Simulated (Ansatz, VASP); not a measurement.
# One calculation of Co, two programs

```
Co
1.0
     2.34011    0.00000    0.00000
     0.00000    2.34011    0.00000
     0.00000    0.00000    2.34011
Co
1
Direct
  0.00000 0.00000 0.00000
```

Alike in both runs: task single point; functional PBE; k mesh 7 × 7 × 7; occupations fermi-dirac, width 0.1 eV; collinear spin.

```csv
,VASP,Ansatz
version,VASP 6.6.1,Ansatz 0.2.0
potentials or method,"VASP PAW PBE potentials, release 64 (Co), cutoff 520 eV","plane waves (420 eV) with PAW, scalar-relativistic"
valence electrons in the cell,9,17
```

Ansatz gave:

* net moment per atom (μB): 1.85
* size of the moment on the site where the two differ most (μB): 1.87

Q: Estimate VASP's values.

A: net moment per atom (μB): 1.84; size of the moment on the site where the two differ most (μB): 1.85.

Site moments also hang on the region over which each program counts them. VASP's potentials hold 9 valence electrons a cell and Ansatz's 17, so a difference there can come from the potentials and not from the codes.

The k mesh is coarse, so the values compare programs but aren't converged.
